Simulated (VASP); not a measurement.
# LiF (P2_1) in VASP: notebook

Runs on LiF. Level: LDA. Tasks: single point.

Everything below comes from runs of VASP 6.6.1. Logs are shortened: lines on timing, memory, paths and dates and some standing lists are left out, and cuts for length are marked.

### 1 The cell of the first run

It takes space group P2_1 (No. 4, monoclinic). Conventional cell: a = 3.008 Å, b = 4.807 Å, c = 3.062 Å, α = 90.00°, β = 118.27°, γ = 90.00°. Within 2.4 Å of Li (site symmetry 1) lie 4 F at 1.82 to 1.88 Å. Within 2.4 Å of F (site symmetry 1) lie 4 Li at 1.82 to 1.88 Å.

### 2 Single point, LDA (strain -0.0400 x Voigt [0, 0, 0, 0, 0, 1])

INCAR

```
PREC = Accurate
ENCUT = 520
EDIFF = 1E-6
ISMEAR = 0
SIGMA = 0.05
LREAL = F
LASPH = T
NELM = 80
ALGO = Normal
ISIF = 2
LWAVE = F
LCHARG = F
GGA = CA
NBANDS = 18
```

KPOINTS

```
regular mesh
0
Gamma
  9 9 6
```

POSCAR

```
LiF
1.0
    3.0609398175     -0.0612187964      0.0000000000
   -1.5834869416      2.6814610396      0.0000000000
    0.0000000000      0.0000000000      4.8073245700
Li F
2 2
Direct
    0.3333333333      0.6666666667      0.3811542600
    0.6666666667      0.3333333333      0.8811542600
    0.3333333333      0.6666666667      0.9938437400
    0.6666666667      0.3333333333      0.4938437400
```

Potentials or basis: VASP PAW LDA potentials, release 64 (Li_sv, F).

Command:

```
> cat potpaw_LDA.64/Li_sv/POTCAR potpaw_LDA.64/F/POTCAR > POTCAR
> mpirun -np 1 vasp_std > vasp.out
```

OUTCAR:

```text
PREC = Accurate
   ENCUT = 520
   EDIFF = 1E-6
   ISMEAR = 0
   LREAL = F
   LASPH = T
   NELM = 80
   ISIF = 2
   GGA = CA

 ion  position               nearest neighbor table
   1  0.333  0.667  0.381-   4 1.82   4 1.85   3 1.86   4 1.88
   2  0.667  0.333  0.881-   3 1.82   3 1.85   4 1.86   3 1.88
   3  0.333  0.667  0.994-   2 1.82   2 1.85   1 1.86   2 1.88
   4  0.667  0.333  0.494-   1 1.82   1 1.85   2 1.86   1 1.88

  LATTYP: Found a simple monoclinic cell.
 ALAT       =     3.0080785252
 B/A-ratio  =     1.5981379907
 C/A-ratio  =     1.0177766035
 COS(beta)  =    -0.4736455830

  Lattice vectors:

 A1 = (   1.4774528759,   2.6202422432,   0.0000000000)
 A2 = (   0.0000000000,   0.0000000000,  -4.8073245700)
 A3 = (  -3.0609398175,   0.0612187964,   0.0000000000)

Analysis of symmetry for initial positions (statically):
=====================================================================
 Subroutine PRICEL returns:
 Original cell was already a primitive cell.

 Routine SETGRP: Setting up the symmetry group for a
 simple monoclinic supercell.

 Subroutine GETGRP returns: Found  2 space group operations
 (whereof  1 operations were pure point group operations)
 out of a pool of  4 trial point group operations.

The static configuration has the point symmetry C_1 .
 The point group associated with its full space group is C_2 .

Analysis of symmetry for dynamics (positions and initial velocities):
=====================================================================
 Subroutine PRICEL returns:
 Original cell was already a primitive cell.

 Routine SETGRP: Setting up the symmetry group for a
 simple monoclinic supercell.

 Subroutine GETGRP returns: Found  2 space group operations
 (whereof  1 operations were pure point group operations)
 out of a pool of  4 trial point group operations.

The dynamic configuration has the point symmetry C_1 .
 The point group associated with its full space group is C_2 .

 Subroutine INISYM returns: Found  2 space group operations
 (whereof  1 operations are pure point group operations),
 and found     1 'primitive' translations

----------------------------------------------------------------------------------------

                                     Primitive cell

[... 92 lines left out ...]
   ENCUT  =  520.0 eV  38.22 Ry    6.18 a.u.   5.69  5.79  8.94*2*pi/ulx,y,z
   NELM   =     80;   NELMIN=  2; NELMDL= -5     # of ELM steps
   EDIFF  = 0.1E-05   stopping-criterion for ELM
   LREAL  =      F    real-space projection
   EDIFFG = 0.1E-04   stopping-criterion for IOM
   NSW    =      0    number of steps for IOM
   IBRION =     -1    ionic relax: 0-MD 1-quasi-New 2-CG
   NFREE  =      0    steps in history (QN), initial steepest desc. (CG)
   ISIF   =      2    stress and relaxation
   ISYM   =      2    0-nonsym 1-usesym 2-fastsym
   POTIM  = 0.5000    time-step for ionic-motion
   TEBEG  =    0.0;   TEEND  =   0.0 temperature during run
   PSTRESS=    0.0 pullay stress
   NELECT =      20.0000    total number of electrons
   NUPDOWN=      -1.0000    fix difference up-down
   EMIN   =  10.00;   EMAX   =-10.00  energy-range for DOS
   EFERMI =   0.00;   METHOD = LEGACY
   ISMEAR =     0;   SIGMA  =   0.05  broadening in eV -4-tet -1-fermi 0-gaus
   EFERMI_NEDOS =   21; number of points for ismear=-14 and -15
   IALGO  =     38    algorithm
   IMIX   =      4    mixing-type and parameters
     AMIX     =   0.40;   BMIX     =  1.00
     AMIX_MAG =   1.60;   BMIX_MAG =  1.00
  volume/ion in A,a.u.               =       9.75        65.78
  Fermi-wavevector in a.u.,A,eV,Ry     =   1.310473  2.476436 23.365835  1.717340
  Thomas-Fermi vector in A             =   2.441001
   LORBIT       =      0    0 simple, 1 ext, 2 COOP (PROOUT), +10 PAW based schemes
   GGA     = CA    functional components
   LHFCALC =     F    Hartree Fock is set to
   AEXX    =    0.0000 exact exchange contribution
   IVDW    =     0    specifies the selected vdW correction
   LEPSILON=     F    determine dielectric tensor
   LRPA    =     F    only Hartree local field effects (RPA)
 non-spin polarized calculation
 Gauss-broadening in eV      SIGMA  =   0.05
  energy-cutoff  :      520.00
  volume of cell :       38.99
 maximum number of plane-waves:      1071
   NGX = 11   NGY = 11   NGZ = 17

 number of electron      20.0000021 magnetization

 Free energy of the ion-electron system (eV)
  ---------------------------------------------------
  ext. energy  EPLUGINS =         0.00000000
  ---------------------------------------------------
  free energy    TOTEN  =       -20.78606436 eV

  energy without entropy =      -20.78606436  energy(sigma->0) =      -20.78606436

 E-fermi :  -2.4164     XC(G=0):  -9.6288

 val. band max:       -2.6882365018   @ k =   0.0000   0.0000   0.0000
 cond. band min:       4.8981073424   @ k =   0.0000   0.0000   0.0000
 fundamental gap:      7.5863438442
 Fermi energy:        -2.4163754437

 k-point     1 :       0.0000    0.0000    0.0000
  band No.  band energies     occupation
      1     -41.9426      2.00000
      2     -41.8907      2.00000
      3     -21.7315      2.00000
      4     -21.4816      2.00000
      5      -4.9831      2.00000
      6      -3.2135      2.00000
[... 481 lines left out ...]
      5      -4.6605      2.00000
      6      -4.0265      2.00000
[... 10 lines left out ...]
     17      16.5623      0.00000
     18      17.6299      0.00000

 [... further k-points ...]

------------------------ aborting loop because EDIFF is reached ----------------------------------------

  FORCE on cell =-STRESS in cart. coord.  units (eV):
  Direction    XX          YY          ZZ          XY          YZ          ZX
  --------------------------------------------------------------------------------------
  -------------------------------------------------------------------------------------
  Total       -0.6958361     -0.7035861     -0.8298398      0.3832894      0.0000000      0.0000000
  in kB      -28.5922031    -28.9106529    -34.0984735     15.7495249      0.0000000      0.0000000
  external PRESSURE =     -30.5337765 kB  Pullay stress =       0.0000000 kB

 VOLUME and BASIS-vectors are now :
 -----------------------------------------------------------------------------
  energy-cutoff  :      520.00
  volume of cell :       38.99
      direct lattice vectors                 reciprocal lattice vectors
     3.060939817 -0.061218796  0.000000000     0.330601660  0.195230661  0.000000000
    -1.583486942  2.681461040  0.000000000     0.007547764  0.377388212  0.000000000
     0.000000000  0.000000000  4.807324570     0.000000000  0.000000000  0.208015911

 POSITION                                       TOTAL-FORCE (eV/Angst)
 -----------------------------------------------------------------------------------
     -0.03534      1.76723      1.83233         0.110648      0.008315     -0.013360
      1.51280      0.85301      4.23599        -0.110648     -0.008315     -0.013360
     -0.03534      1.76723      4.77773         0.121327      0.008172      0.013360
      1.51280      0.85301      2.37407        -0.121327     -0.008172      0.013360
 -----------------------------------------------------------------------------------
    total drift:                                0.000000      0.000000     -0.000635

  FREE ENERGIE OF THE ION-ELECTRON SYSTEM (eV)
  ---------------------------------------------------
  free  energy   TOTEN  =       -20.7860643596 eV

  energy  without entropy=      -20.7860643596  energy(sigma->0) =      -20.78606436
```

stdout:

```text
POSCAR found type information on POSCAR LiF
 POSCAR found :  2 types and       4 ions
 scaLAPACK will be used
 LDA part: xc-table for (Slater(with rela. corr.)+CA(PZ))
 , standard interpolation
 POSCAR, INCAR and KPOINTS ok, starting setup
 FFT: planning ... GRIDC
 FFT: planning ... GRID_SOFT
 FFT: planning ... GRID
 WAVECAR not read
 entering main loop
```

It took 62 s on 1 thread of AMD EPYC 7R13 (Zen 3), shared host; peak memory 0.17 GiB.

What came out:

| Property | Result |
| --- | --- |
| Free energy | -20.7861 eV |
| Largest force | 0.122 eV/Å |
| Band gap on the k mesh | 7.59 eV |

Forces in eV/Å, atoms in the order of the input:
```
Li   0.111  0.008 -0.013
Li  -0.111 -0.008 -0.013
F    0.121  0.008  0.013
F   -0.121 -0.008  0.013
```

Levels at points of the mesh, in eV from the valence-band top:
```tsv
k point	band 7	band 8	band 9	band 10	band 11	band 12	band 13	band 14
(0.00, 0.00, 0.00)	-0.45	-0.19	-0.11	0.00	7.59	11.80	15.08	17.96
(0.00, 0.00, 0.50)	-0.36	-0.36	-0.28	-0.28	9.27	9.27	17.30	17.30
```

Caveat: the cell differs from its parent crystal (strain -0.0400 x Voigt [0, 0, 0, 0, 0, 1]); the cutoff is under 1.25 times the usual one of these potentials, so pressure, stress and relaxed cells hold a basis-set (Pulay) error; an odd mesh through Γ misses points on the zone boundary, where band edges can lie.

### 3 Single point, LDA (strain +0.0300 x Voigt [0, 0, 0, 0, 0, 1])

INCAR

```
SYSTEM = LiF
  ALGO = Normal
  EDIFF = 1E-6
  ENCUT = 520
  GGA = CA
  ISIF = 2
  ISMEAR = 0
  LASPH = .TRUE.
  LCHARG = .FALSE.
  LREAL = .FALSE.
  LWAVE = .FALSE.
  NBANDS = 18
  NELM = 60
  PREC = Accurate
  SIGMA = 0.05
```

KPOINTS

```
k-points
0
G
  9 9 6
  0 0 0
```

Edit POSCAR of step 2 so:

```diff
@@ -2,4 +2,4 @@
 1.0
-    3.0609398175     -0.0612187964      0.0000000000
-   -1.5834869416      2.6814610396      0.0000000000
+    3.0609398175      0.0459140972      0.0000000000
+   -1.4907071341      2.6278945928      0.0000000000
     0.0000000000      0.0000000000      4.8073245700
```

Potentials or basis: VASP PAW LDA potentials, release 64 (Li_sv, F).

Command:

```
> cat potpaw_LDA.64/Li_sv/POTCAR potpaw_LDA.64/F/POTCAR > POTCAR
> mpirun -np 1 vasp_std > vasp.out
```

Run time: 60 s. Hardware: 1 thread of AMD EPYC 7R13 (Zen 3), shared host; peak memory 0.17 GiB.

The run converged. Its results:

| Quantity | Value |
| --- | --- |
| Free energy | -20.7893 eV |
| Largest force | 0.092 eV/Å |
| Band gap on the k mesh | 7.59 eV |

Forces on the atoms (eV/Å):
```
Li  -0.083  0.005 -0.011
Li   0.083 -0.005 -0.011
F   -0.091  0.005  0.011
F    0.091 -0.005  0.011
```

Levels at points of the mesh, in eV from the valence-band top:
| k point | band 7 | band 8 | band 9 | band 10 | band 11 | band 12 | band 13 | band 14 |
| --- | --- | --- | --- | --- | --- | --- | --- | --- |
| (0.00, 0.00, 0.00) | -0.46 | -0.18 | -0.12 | 0.00 | 7.59 | 11.81 | 15.09 | 18.03 |
| (0.00, 0.00, 0.50) | -0.35 | -0.35 | -0.29 | -0.29 | 9.27 | 9.27 | 17.33 | 17.33 |

Caveat: the cell differs from its parent crystal (strain +0.0300 x Voigt [0, 0, 0, 0, 0, 1]); the cutoff is under 1.25 times the usual one of these potentials, so pressure, stress and relaxed cells hold a basis-set (Pulay) error; an odd mesh through Γ misses points on the zone boundary, where band edges can lie.

### 4 Single point, LDA (strain +0.0250 x Voigt [0, 0, 0, 0, 0, 1])

INCAR

```
SYSTEM = LiF
ALGO     = Normal         ! electronic algorithm
EDIFF    = 1E-6           ! SCF threshold, eV
ENCUT    = 520            ! plane-wave cutoff, eV
ISIF     = 2              ! what is computed and relaxed
ISMEAR   = 0              ! smearing method
LASPH    = .True.         ! aspherical terms in the spheres
LCHARG   = .False.        ! write CHGCAR
LREAL    = .False.        ! projectors in reciprocal space
LWAVE    = .False.        ! write WAVECAR
NBANDS   = 18             ! bands
NELM     = 100            ! most SCF steps
PREC     = Accurate       ! precision mode
SIGMA    = 0.05           ! smearing width, eV
```

KPOINTS

```
k-points
0
Gamma
  9 9 6
  0 0 0
```

Edit POSCAR of step 3 so:

```diff
@@ -2,4 +2,4 @@
 1.0
-    3.0609398175      0.0459140972      0.0000000000
-   -1.4907071341      2.6278945928      0.0000000000
+    3.0609398175      0.0382617477      0.0000000000
+   -1.4973342632      2.6317207676      0.0000000000
     0.0000000000      0.0000000000      4.8073245700
```

Command:

```
> cat potpaw_LDA.64/Li_sv/POTCAR potpaw_LDA.64/F/POTCAR > POTCAR
> mpirun -np 1 vasp_std > vasp.out
```

Wall time 58 s (1 thread of AMD EPYC 7R13 (Zen 3), shared host); peak memory 0.17 GiB.

The run converged. Its results:

| Property | Result |
| --- | --- |
| Free energy | -20.7906 eV |
| Largest force | 0.076 eV/Å |
| Band gap on the k mesh | 7.59 eV |

Forces on the atoms (eV/Å):
```
Li  -0.069  0.003 -0.010
Li   0.069 -0.003 -0.010
F   -0.076  0.003  0.010
F    0.076 -0.003  0.010
```

Levels at points of the mesh, in eV from the valence-band top:
```tsv
k point	band 6	band 7	band 8	band 9	band 10	band 11	band 12	band 13	band 14	band 15
(0.00, 0.00, 0.00)	-0.51	-0.46	-0.17	-0.13	0.00	7.59	11.81	15.09	18.06	18.47
(0.00, 0.00, 0.50)	-1.21	-0.34	-0.34	-0.30	-0.30	9.28	9.28	17.34	17.34	18.35
```

Caveat: the cell differs from its parent crystal (strain +0.0250 x Voigt [0, 0, 0, 0, 0, 1]); the cutoff is under 1.25 times the usual one of these potentials, so pressure, stress and relaxed cells hold a basis-set (Pulay) error; an odd mesh through Γ misses points on the zone boundary, where band edges can lie.

### 5 Overview

| cell | gap on the mesh (eV) | largest force (eV/Å) |
| --- | --- | --- |
| a = 3.062, b = 3.114, c = 4.807 Å, angles 90.0, 90.0, 121.7°, 4 atoms | 7.59 | 0.12 |
| a = 3.061, b = 3.021, c = 4.807 Å, angles 90.0, 90.0, 118.7°, 4 atoms | 7.59 | 0.09 |
| a = 3.061, b = 3.028, c = 4.807 Å, angles 90.0, 90.0, 118.9°, 4 atoms | 7.59 | 0.08 |

Alike in all rows: task single point; level LDA; potentials or basis VASP PAW LDA potentials, release 64 (Li_sv, F); no spin polarisation; k mesh 9 × 9 × 6; cutoff (eV) 520; smearing gaussian 0.05 eV.

Caveats: the cutoff is under 1.25 times the usual one of these potentials, so pressure, stress and relaxed cells hold a basis-set (Pulay) error; an odd mesh through Γ misses points on the zone boundary, where band edges can lie.

Total energies depend on the potentials used, so only differences within one code and one set of settings carry meaning.
